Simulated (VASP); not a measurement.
# BN (P6_3/mmc) in VASP: further runs

The runs below take BN through single point, with PBE+D3(BJ).

Program: VASP 6.6.1. These are calculated values, not measurements. Logs are shortened: lines on timing, memory, paths and dates and some standing lists are left out, and cuts for length are marked.

**1. The cell of the first run**

The structure is hexagonal, space group P6_3/mmc (No. 194). Conventional cell: a = 2.506 Å, b = 2.506 Å, c = 6.617 Å, α = 90.00°, β = 90.00°, γ = 120.00°. B (site symmetry -6m2) has 3 N at 1.45 Å within 1.9 Å. N (site symmetry -6m2) has 3 B at 1.45 Å within 1.9 Å.

**2. Single point, PBE+D3(BJ)**

File INCAR:

```
SYSTEM = BN
PREC     = Accurate       ! precision mode
ENCUT    = 520            ! plane-wave cutoff, eV
EDIFF    = 1E-6           ! SCF threshold, eV
ISMEAR   = 0              ! smearing method
SIGMA    = 0.05           ! smearing width, eV
LREAL    = .False.        ! projectors in reciprocal space
LASPH    = .True.         ! aspherical terms in the spheres
NELM     = 60             ! most SCF steps
ALGO     = Normal         ! electronic algorithm
ISIF     = 2              ! what is computed and relaxed
LWAVE    = .False.        ! write WAVECAR
LCHARG   = .False.        ! write CHGCAR
GGA      = PE             ! functional
IVDW     = 12             ! dispersion correction
NBANDS   = 26             ! bands
```

File KPOINTS:

```
regular mesh
0
Gamma
  12 12 2
  0 0 0
```

File POSCAR:

```
BN
1.0
    2.5064380638      0.0000000000      0.0000000000
   -1.2532190319      2.1706390363      0.0000000000
    0.0000000000      0.0000000000     13.2336960307
B N
4 4
Direct
    0.3333333333      0.6666666667      0.1250000000
    0.3333333333      0.6666666667      0.6250000000
    0.6666666667      0.3333333333      0.3750000000
    0.6666666667      0.3333333333      0.8750000000
    0.3333333333      0.6666666667      0.3750000000
    0.3333333333      0.6666666667      0.8750000000
    0.6666666667      0.3333333333      0.1250000000
    0.6666666667      0.3333333333      0.6250000000
```

Potentials or basis: VASP PAW PBE potentials, release 64 (B, N).

Command:

```
$ cat potpaw_PBE.64/B/POTCAR potpaw_PBE.64/N/POTCAR > POTCAR
$ mpirun -np 1 vasp_std > vasp.out
```

OUTCAR:

```text
SYSTEM = BN
   PREC = Accurate
   ENCUT = 520
   EDIFF = 1E-6
   ISMEAR = 0
   LREAL = .False.
   LASPH = .True.
   NELM = 60
   ISIF = 2
   GGA = PE
   IVDW = 12
 IVDW          = 12

 ion  position               nearest neighbor table
   1  0.333  0.667  0.125-   7 1.45   7 1.45   7 1.45
   2  0.333  0.667  0.625-   8 1.45   8 1.45   8 1.45
   3  0.667  0.333  0.375-   5 1.45   5 1.45   5 1.45
   4  0.667  0.333  0.875-   6 1.45   6 1.45   6 1.45
   5  0.333  0.667  0.375-   3 1.45   3 1.45   3 1.45
   6  0.333  0.667  0.875-   4 1.45   4 1.45   4 1.45
   7  0.667  0.333  0.125-   1 1.45   1 1.45   1 1.45
   8  0.667  0.333  0.625-   2 1.45   2 1.45   2 1.45

  LATTYP: Found a hexagonal cell.
 ALAT       =     2.5064380638
 C/A-ratio  =     5.2798815266

  Lattice vectors:

 A1 = (   2.5064380638,   0.0000000000,   0.0000000000)
 A2 = (  -1.2532190319,   2.1706390363,   0.0000000000)
 A3 = (   0.0000000000,   0.0000000000,  13.2336960307)

Analysis of symmetry for initial positions (statically):
=====================================================================
 Subroutine PRICEL returns following result:

  LATTYP: Found a hexagonal cell.
 ALAT       =     2.5064380638
 C/A-ratio  =     2.6399407633

  Lattice vectors:

 A1 = (   2.5064380638,   0.0000000000,   0.0000000000)
 A2 = (  -1.2532190319,   2.1706390363,   0.0000000000)
 A3 = (   0.0000000000,   0.0000000000,   6.6168480154)

   2 primitive cells build up your supercell.

 Routine SETGRP: Setting up the symmetry group for a
 hexagonal supercell.

 Subroutine GETGRP returns: Found 24 space group operations
 (whereof 12 operations were pure point group operations)
 out of a pool of 24 trial point group operations.

The static configuration has the point symmetry D_3d.
 The point group associated with its full space group is D_6h.

Analysis of symmetry for dynamics (positions and initial velocities):
=====================================================================
 Subroutine PRICEL returns following result:

  LATTYP: Found a hexagonal cell.
 ALAT       =     2.5064380638
 C/A-ratio  =     2.6399407633

  Lattice vectors:

 A1 = (   2.5064380638,   0.0000000000,   0.0000000000)
 A2 = (  -1.2532190319,   2.1706390363,   0.0000000000)
 A3 = (   0.0000000000,   0.0000000000,   6.6168480154)

   2 primitive cells build up your supercell.

 Routine SETGRP: Setting up the symmetry group for a
 hexagonal supercell.

 Subroutine GETGRP returns: Found 24 space group operations
 (whereof 12 operations were pure point group operations)
 out of a pool of 24 trial point group operations.

The dynamic configuration has the point symmetry D_3d.
 The point group associated with its full space group is D_6h.

 Subroutine INISYM returns: Found 24 space group operations
 (whereof 12 operations are pure point group operations),
 and found     2 'primitive' translations

----------------------------------------------------------------------------------------

                                     Primitive cell

  volume of cell :      35.9994

  direct lattice vectors                    reciprocal lattice vectors
     2.506438064  0.000000000  0.000000000     0.398972556  0.230346912  0.000000000
    -1.253219032  2.170639036  0.000000000     0.000000000  0.460693825  0.000000000
     0.000000000  0.000000000  6.616848015     0.000000000  0.000000000  0.151129359

  length of vectors
     2.506438064  2.506438064  6.616848015     0.460693825  0.460693825  0.151129359

  position of ions in fractional coordinates (direct lattice)
     0.333333333  0.666666667  0.250000000
     0.666666667  0.333333333  0.750000000
     0.333333333  0.666666667  0.750000000
     0.666666667  0.333333333  0.250000000

  ion indices of the primitive-cell ions
   primitive index   ion index
                 1           1
                 2           3
                 3           5
                 4           7

----------------------------------------------------------------------------------------

 KPOINTS: regular mesh

Automatic generation of k-mesh.
 Grid dimensions read from file:
 generate k-points for:   12   12    2

 Generating k-lattice:

  Cartesian coordinates                     Fractional coordinates (reciprocal lattice)
     0.033247713  0.019195576  0.000000000     0.083333333 -0.000000000  0.000000000
     0.000000000  0.038391152  0.000000000     0.000000000  0.083333333  0.000000000
     0.000000000  0.000000000  0.037782340     0.000000000  0.000000000  0.500000000

  Length of vectors
     0.038391152  0.038391152  0.037782340

  Shift w.r.t. Gamma in fractional coordinates (k-lattice)
     0.000000000  0.000000000  0.000000000

 Subroutine IBZKPT returns following result:
 ===========================================

 Found     38 irreducible k-points:

 Following reciprocal coordinates:
            Coordinates               Weight
  0.000000  0.000000  0.000000      1.000000
  0.083333  0.000000  0.000000      6.000000
  0.166667  0.000000  0.000000      6.000000
  0.250000  0.000000  0.000000      6.000000
  0.333333  0.000000  0.000000      6.000000
  0.416667 -0.000000  0.000000      6.000000
[... 16 lines left out ...]
  0.250000  0.000000  0.500000      6.000000
  0.333333  0.000000  0.500000      6.000000
 [... further k-points ...]
   k-points           NKPTS =     38   k-points in BZ     NKDIM =     38   number of bands    NBANDS=     26
   number of dos      NEDOS =    301   number of ions     NIONS =      8
   total plane-waves  NPLWV =  39200
   dimension x,y,z NGX =    20 NGY =   20 NGZ =   98
   dimension x,y,z NGXF=    40 NGYF=   40 NGZF=  196
   ions per type =               4   4
   NGX,Y,Z   is equivalent  to a cutoff of  13.27, 13.27, 12.31 a.u.
   NGXF,Y,Z  is equivalent  to a cutoff of  26.53, 26.53, 24.62 a.u.
 SYSTEM =  BN
   PREC   = accura    normal or accurate (medium, high low for compatibility)
   ISTART =      0    job   : 0-new  1-cont  2-samecut
   ICHARG =      2    charge: 1-file 2-atom 10-const
   ISPIN  =      1    spin polarized calculation?
   LNONCOLLINEAR =      F non collinear calculations
   LSORBIT =      F    spin-orbit coupling
   LASPH  =      T    aspherical Exc in radial PAW
   ENCUT  =  520.0 eV  38.22 Ry    6.18 a.u.   4.66  4.66 24.61*2*pi/ulx,y,z
   NELM   =     60;   NELMIN=  2; NELMDL= -5     # of ELM steps
   EDIFF  = 0.1E-05   stopping-criterion for ELM
   LREAL  =      F    real-space projection
   EDIFFG = 0.1E-04   stopping-criterion for IOM
   NSW    =      0    number of steps for IOM
   IBRION =     -1    ionic relax: 0-MD 1-quasi-New 2-CG
   NFREE  =      0    steps in history (QN), initial steepest desc. (CG)
   ISIF   =      2    stress and relaxation
   ISYM   =      2    0-nonsym 1-usesym 2-fastsym
   POTIM  = 0.5000    time-step for ionic-motion
   TEBEG  =    0.0;   TEEND  =   0.0 temperature during run
   PSTRESS=    0.0 pullay stress
   NELECT =      32.0000    total number of electrons
   NUPDOWN=      -1.0000    fix difference up-down
   EMIN   =  10.00;   EMAX   =-10.00  energy-range for DOS
   EFERMI =   0.00;   METHOD = LEGACY
   ISMEAR =     0;   SIGMA  =   0.05  broadening in eV -4-tet -1-fermi 0-gaus
   EFERMI_NEDOS =   21; number of points for ismear=-14 and -15
   IALGO  =     38    algorithm
   IMIX   =      4    mixing-type and parameters
     AMIX     =   0.40;   BMIX     =  1.00
     AMIX_MAG =   1.60;   BMIX_MAG =  1.00
  volume/ion in A,a.u.               =       9.00        60.73
  Fermi-wavevector in a.u.,A,eV,Ry     =   1.249347  2.360923 21.236881  1.560867
  Thomas-Fermi vector in A             =   2.383391
   LORBIT       =      0    0 simple, 1 ext, 2 COOP (PROOUT), +10 PAW based schemes
   GGA     = PE    functional components
   LHFCALC =     F    Hartree Fock is set to
   AEXX    =    0.0000 exact exchange contribution
   IVDW    =    12    specifies the selected vdW correction
   LEPSILON=     F    determine dielectric tensor
   LRPA    =     F    only Hartree local field effects (RPA)
 non-spin polarized calculation
 Gauss-broadening in eV      SIGMA  =   0.05
  energy-cutoff  :      520.00
  volume of cell :       72.00
 maximum number of plane-waves:      1969
 NGX is ok and might be reduce to    20
   NGX =  9   NGY =  9   NGZ = 49

 number of electron      31.9999998 magnetization

 Free energy of the ion-electron system (eV)
  ---------------------------------------------------
  ext. energy  EPLUGINS =         0.00000000
  ---------------------------------------------------
  free energy    TOTEN  =       -70.30359396 eV

  energy without entropy =      -70.30359396  energy(sigma->0) =      -70.30359396

 E-fermi :   2.5571     XC(G=0): -10.0876

 val. band max:        2.2886165058   @ k =   0.3333   0.3333   0.0000
 cond. band min:       6.5556190963   @ k =   0.5000   0.0000   0.0000
 fundamental gap:      4.2670025905
 Fermi energy:         2.5571035257

 k-point     1 :       0.0000    0.0000    0.0000
  band No.  band energies     occupation
      1     -15.4959      2.00000
      2     -15.3495      2.00000
      3     -15.3495      2.00000
      4     -15.1931      2.00000
      5      -3.9255      2.00000
      6      -2.9683      2.00000
[... 18 lines left out ...]
     25      13.8793      0.00000
     26      13.8894      0.00000

 k-point     2 :       0.0833    0.0000    0.0000
  band No.  band energies     occupation
      1     -15.3601      2.00000
      2     -15.2159      2.00000
      3     -15.2159      2.00000
      4     -15.0620      2.00000
      5      -3.7393      2.00000
      6      -2.7911      2.00000
[... 18 lines left out ...]
     25      14.4181      0.00000
[... 608 lines left out ...]
     25      13.7298      0.00000
     26      13.7298      0.00000

 k-point    24 :       0.3333    0.0000    0.5000
  band No.  band energies     occupation
      1     -13.4827      2.00000
      2     -13.4827      2.00000
      3     -13.3292      2.00000
      4     -13.3292      2.00000
      5      -4.5918      2.00000
      6      -4.5918      2.00000
[... 18 lines left out ...]
     25      13.8654      0.00000
     26      13.8654      0.00000

 [... further k-points ...]

------------------------ aborting loop because EDIFF is reached ----------------------------------------

 Edisp (eV)   -1.13184

 E8    (eV) :    -0.3316

  FORCE on cell =-STRESS in cart. coord.  units (eV):
  Direction    XX          YY          ZZ          XY          YZ          ZX
  --------------------------------------------------------------------------------------
  -------------------------------------------------------------------------------------
  Total       0.08063     0.08063    -0.06168     0.00000     0.00000     0.00000
  in kB       1.79431     1.79431    -1.37258     0.00000     0.00000     0.00000
  external pressure =        0.74 kB  Pullay stress =        0.00 kB

 VOLUME and BASIS-vectors are now :
 -----------------------------------------------------------------------------
  energy-cutoff  :      520.00
  volume of cell :       72.00
      direct lattice vectors                 reciprocal lattice vectors
     2.506438064  0.000000000  0.000000000     0.398972556  0.230346912  0.000000000
    -1.253219032  2.170639036  0.000000000     0.000000000  0.460693825  0.000000000
     0.000000000  0.000000000 13.233696031     0.000000000  0.000000000  0.075564680

 POSITION                                       TOTAL-FORCE (eV/Angst)
 -----------------------------------------------------------------------------------
     -0.00000      1.44709      1.65421        -0.000000      0.000000     -0.000000
     -0.00000      1.44709      8.27106        -0.000000      0.000000     -0.000000
      1.25322      0.72355      4.96264         0.000000     -0.000000     -0.000000
      1.25322      0.72355     11.57948         0.000000     -0.000000     -0.000000
     -0.00000      1.44709      4.96264        -0.000000      0.000000      0.000000
     -0.00000      1.44709     11.57948        -0.000000      0.000000     -0.000000
      1.25322      0.72355      1.65421        -0.000000      0.000000     -0.000000
      1.25322      0.72355      8.27106        -0.000000      0.000000     -0.000000
 -----------------------------------------------------------------------------------
    total drift:                               -0.000000      0.000000      0.000000

  FREE ENERGIE OF THE ION-ELECTRON SYSTEM (eV)
  ---------------------------------------------------
  free  energy   TOTEN  =       -71.4354376775 eV

  energy  without entropy=      -71.4354376775  energy(sigma->0) =      -71.43543768
```

It took 2.2 min on 1 thread of AMD EPYC 7R13, shared host; peak memory 0.19 GiB.

What came out:

```yaml
Free_energy: -71.4354 eV
Pressure: 0.1 GPa
Band_gap_on_the_k_mesh: 4.27 eV
Dispersion_energy_per_atom: -0.141 eV
```

**3. Single point, PBE+D3(BJ)**

File INCAR:

```
SYSTEM = BN
ALGO = Normal
EDIFF = 1E-7
ENCUT = 520
GGA = PE
ISIF = 2
ISMEAR = 0
IVDW = 12
LASPH = .True.
LCHARG = .False.
LREAL = .False.
LWAVE = .False.
NBANDS = 26
NELM = 60
PREC = Accurate
SIGMA = 0.05
```

File KPOINTS:

```
k-points
0
Gamma
  10 10 2
  0 0 0
```

File POSCAR:

```
BN
1.0
   -2.5064381127      0.0000000000      0.0000000000
   -1.2532190563     -2.1706390786      0.0000000000
    0.0000000000      0.0000000000     13.2336949040
B N
4 4
Direct
    0.3333333333      0.3333333333      0.1250000000
    0.3333333333      0.3333333333      0.6250000000
    0.6666666667      0.6666666667      0.3750000000
    0.6666666667      0.6666666667      0.8750000000
    0.3333333333      0.3333333333      0.3750000000
    0.3333333333      0.3333333333      0.8750000000
    0.6666666667      0.6666666667      0.1250000000
    0.6666666667      0.6666666667      0.6250000000
```

Potentials or basis: VASP PAW PBE potentials, release 64 (B, N).

Command:

```
$ cat potpaw_PBE.64/B/POTCAR potpaw_PBE.64/N/POTCAR > POTCAR
$ mpirun -np 1 vasp_std > vasp.out
```

It took 2.2 min on 1 thread of AMD EPYC 7R13, shared host; peak memory 0.17 GiB.

The run converged. Its results:

```yaml
Free_energy: -71.4354 eV
Pressure: 0.1 GPa
Band_gap_on_the_k_mesh: 4.22 eV
Dispersion_energy_per_atom: -0.141 eV
```

Stress tensor (GPa, compression positive):
```
 0.17  0.00  0.00
 0.00  0.17  0.00
 0.00  0.00 -0.15
```

Levels at points of the mesh, in eV from the valence-band top:
```csv
k point,band 14,band 15,band 16,band 17,band 18,band 19
"(0.00, 0.00, 0.00)",-1.36,-1.34,-1.34,5.24,7.62,7.62
"(0.50, 0.00, 0.00)",-0.96,-0.96,-0.46,4.22,4.69,4.69
"(0.00, 0.00, 0.50)",-1.35,-1.35,-1.35,5.94,5.94,9.41
"(0.50, 0.00, 0.50)",-1.34,-0.60,-0.60,4.31,4.31,5.29
```
